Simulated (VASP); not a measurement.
## Si8N: single point with PBE

Crystal: Si8N.

```
Si N
1.0
     4.48812    0.00000    0.00000
     0.00000    4.48812    0.00000
     0.00000    0.00000    5.46462
Si N
8 1
Direct
  0.22717 0.50000 0.50000
  0.77283 0.50000 0.50000
  0.50000 0.22717 0.50000
  0.50000 0.77283 0.50000
  0.70054 0.00000 0.00000
  0.29946 0.00000 0.00000
  0.00000 0.70054 0.00000
  0.00000 0.29946 0.00000
  0.50000 0.50000 0.50000
```

The cell was generated, and may not be a known phase.

| Property | Result |
| --- | --- |
| Program | VASP 6.6.1 |
| Task | single point |
| Functional | PBE |
| Potentials or basis | VASP PAW PBE potentials, release 64 (Si, N) |
| Cutoff | 520 eV |
| k mesh | 4 × 4 × 4 |
| Occupations | gaussian, width 0.1 eV |
| Spin | collinear spin, ferromagnetic start |
| Starting moments | [0.0, 0.0, 0.0, 0.0, 0.0, 0.0, 0.0, 0.0, 1.0] μB |
| Dipole correction | no |
| Further INCAR settings | ALGO = Normal; EDIFF = 1e-07; NBANDS = 32 |

```json
{"Pressure": "231.3 GPa", "Largest force": "61.095 eV/Å", "Net moment": "0.00 μB per cell", "Valence electrons inside the program's atomic spheres": "Si 2.66, 2.21 (each value once); N 5.64"}
```

Forces in eV/Å, atoms in the order of the input:
```
Si  -61.095   0.000   0.000
Si   61.095   0.000   0.000
Si    0.000 -61.095   0.000
Si    0.000  61.095   0.000
Si    0.965   0.000   0.000
Si   -0.965   0.000   0.000
Si    0.000   0.965   0.000
Si    0.000  -0.965   0.000
N     0.000   0.000   0.000
```

Stress tensor (GPa, compression positive):
```
345.63   0.00   0.00
  0.00 345.63   0.00
  0.00   0.00   2.66
```

Levels at points of the mesh, in eV from the Fermi level:
Spin up:
| k point | band 16 | band 17 | band 18 | band 19 | band 20 | band 21 | band 22 | band 23 |
| --- | --- | --- | --- | --- | --- | --- | --- | --- |
| (0.00, 0.00, 0.00) | -2.35 | -1.70 | -1.70 | -1.40 | 1.23 | 1.23 | 1.55 | 1.56 |
| (0.50, 0.00, 0.00) | -1.21 | -0.78 | -0.44 | -0.39 | -0.18 | 0.90 | 1.37 | 3.16 |
| (0.50, 0.50, 0.00) | -1.47 | -1.47 | 0.56 | 2.29 | 2.78 | 2.78 | 2.89 | 3.01 |
| (0.00, 0.00, 0.50) | -1.84 | -1.32 | -0.11 | -0.11 | 1.23 | 1.51 | 1.81 | 2.47 |
| (0.50, 0.00, 0.50) | -2.00 | -1.50 | -1.15 | -0.76 | -0.03 | 1.12 | 1.12 | 2.39 |
| (0.50, 0.50, 0.50) | -1.40 | -1.40 | -1.05 | -1.05 | 1.01 | 2.61 | 2.61 | 2.92 |
Spin down:
```tsv
k point	band 16	band 17	band 18	band 19	band 20	band 21	band 22	band 23
(0.00, 0.00, 0.00)	-2.35	-1.70	-1.70	-1.40	1.23	1.23	1.55	1.56
(0.50, 0.00, 0.00)	-1.21	-0.78	-0.44	-0.39	-0.18	0.90	1.37	3.16
(0.50, 0.50, 0.00)	-1.47	-1.47	0.56	2.29	2.78	2.78	2.89	3.01
(0.00, 0.00, 0.50)	-1.84	-1.32	-0.11	-0.11	1.23	1.51	1.81	2.47
(0.50, 0.00, 0.50)	-2.00	-1.50	-1.15	-0.76	-0.03	1.12	1.12	2.39
(0.50, 0.50, 0.50)	-1.40	-1.40	-1.05	-1.05	1.01	2.61	2.61	2.92
```

It took 2.2 min on 1 thread of Intel(R) Xeon(R) Platinum 8259CL CPU @ 2.50GHz (Skylake/Cascade Lake) (shared host), peak memory 0.3 GiB.

Caveat: atoms lie so close that the PAW spheres overlap strongly, which falsifies energies and pressures; the stress differs along the axes, from 3 to 346 GPa; forces of over 1 eV/Å act on the atoms, so gaps and moduli don't describe the material at rest.
